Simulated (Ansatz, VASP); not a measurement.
## One calculation of Ta2AlN2, two programs

```
Ta Al N
1.0
     3.60953    0.00000    0.00000
    -1.80476    3.12594    0.00000
     0.00000    0.00000    7.64158
Ta Al N
2 1 2
Direct
  0.00000 0.00000 0.32272
  0.00000 0.00000 0.67728
  0.00000 0.00000 0.00000
  0.33333 0.66667 0.50000
  0.66667 0.33333 0.50000
```

Alike in both runs: task relaxation of cell and atoms; functional PBE; k mesh 6 × 6 × 2; occupations gaussian, width 0.1 eV; no spin polarisation.

|  | VASP | Ansatz |
| --- | --- | --- |
| version | VASP 6.6.1 | Ansatz 0.2.0 |
| potentials or method | VASP PAW PBE potentials, release 64 (Ta_pv, Al, N), cutoff 600 eV | scalar-relativistic, plane waves, PAW |
| valence electrons in the cell | 35 | 39 |

VASP gave:

* gap on the k mesh at the Fermi level, each at its own relaxed structure (eV): none
* relaxed volume (Å³/atom): 15.63
* relaxed length of the cell vector where the two differ most in proportion (Å): 7.792

Estimate Ansatz's values.

gap on the k mesh at the Fermi level, each at its own relaxed structure (eV): none; relaxed volume (Å³/atom): 15.67; relaxed length of the cell vector where the two differ most in proportion (Å): 7.799.

A gap of «none» marks a metal or a gap that the smearing closes. VASP's potentials hold 35 valence electrons a cell and Ansatz's 39, so a difference there can come from the potentials and not from the codes.

The k mesh is coarse, so the values compare programs but aren't converged. Neither program's run includes spin-orbit coupling.
